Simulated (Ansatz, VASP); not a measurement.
## Two plane-wave programs on Al

POSCAR

```
Al
1.0
    2.6173666896      0.0000000000      0.0000000000
    0.0000000000      2.6173666896      0.0000000000
    0.0000000000      0.0000000000      2.6173666896
Al
1
Direct
    0.0000000000      0.0000000000      0.0000000000
```

Contents of INCAR.step1:

```
  PREC = Accurate
  ENCUT = 600
  ISMEAR = -1
  SIGMA = 0.1
  LREAL = False
  LASPH = True
  NELM = 100
  GGA = PE
  ALGO = Normal
  EDIFF = 1E-4
  LWAVE = True
  LCHARG = False
```

File INCAR.step2:

```
  PREC = Accurate
  ENCUT = 600
  EDIFF = 1E-6
  ISMEAR = -1
  SIGMA = 0.1
  LREAL = False
  LASPH = True
  NELM = 100
  ALGO = Normal
  ISIF = 3
  LWAVE = False
  LCHARG = False
  METAGGA = R2SCAN
  LMIXTAU = True
  IBRION = 2
  NSW = 80
  EDIFFG = -0.01
  ISTART = 1
```

KPOINTS

```
regular mesh
0
Gamma
  12 12 12
```

Input for Ansatz:

```yaml
crystal:
  lattice:
    - [2.6173666896, 0.0, 0.0]
    - [0.0, 2.6173666896, 0.0]
    - [0.0, 0.0, 2.6173666896]
  atoms:
    - { symbol: Al, position: [0.0, 0.0, 0.0] }
hamiltonian:
  xc: r2scan
  pseudopotentials:
    kind: paw
    azcp:
      Al: "pseudopotentials/Al.paw.azcp"
basis:
  ecutwfc: 500
  fft_grid_basis: typed
kpoints:
  mp_grid: { grid: [12, 12, 12], shift: [0, 0, 0] }
magnetization:
  spin_polarized: false
scf:
  occupations: { method: fermi_dirac, width: 0.1 }
relax:
  max_steps: 60
  f_tol: 0.01
  cell: {}
```

Alike in both runs: task relaxation of cell and atoms; functional r2SCAN; k mesh 12 × 12 × 12; occupations fermi-dirac, width 0.1 eV; no spin polarisation.

|  | VASP | Ansatz |
| --- | --- | --- |
| version | VASP 6.6.1 | Ansatz 0.2.0 |
| potentials or method | VASP PAW PBE potentials, release 64 (Al), cutoff 600 eV | plane waves (500 eV) with PAW, scalar-relativistic |
| valence electrons in the cell | 3 | 3 |

```csv
,VASP,Ansatz,Ansatz less VASP
relaxed volume (Å³/atom),19.75,19.82,+0.065
relaxed cell length with the largest relative difference (Å),2.703,2.706,+0.0030
```

VASP's potentials were made for PBE, not for r2SCAN.
